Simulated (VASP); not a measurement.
Ag, 1 atom in the cell. It takes space group Fm-3m (No. 225, cubic). The conventional cell has a = 4.147 Å, b = 4.147 Å, c = 4.147 Å, α = 90.00°, β = 90.00°, γ = 90.00°. Ag (site symmetry m-3m) has 12 Ag at 2.93 Å within 3.9 Å. 

| Property | Result |
| --- | --- |
| Program | VASP 6.6.1 |
| Task | single point |
| Functional | PBE |
| Potentials or basis | VASP PAW PBE potentials, release 64 (Ag) |
| Cutoff | 520 eV |
| k mesh | 18 × 18 × 18 |
| Occupations | gaussian, width 0.1 eV |
| Spin | no spin polarisation |
| Dipole correction | no |
| Further INCAR settings | ALGO = Normal; EDIFF = 1e-06; NBANDS = 12 |

Potentials or basis: VASP PAW PBE potentials, release 64 (Ag).

Run with:

```sh
$ cat potpaw_PBE.64/Ag/POTCAR > POTCAR
$ mpirun -np 1 vasp_std > vasp.out
```

Hardware: 1 thread of Intel Xeon 6975P-C, with other jobs on the host.

How long does it take, and how much memory?

Run time: 21 s on 1 thread of Intel Xeon 6975P-C (shared host), peak memory 0.17 GiB. Counts: scf iterations 11, k points 195.
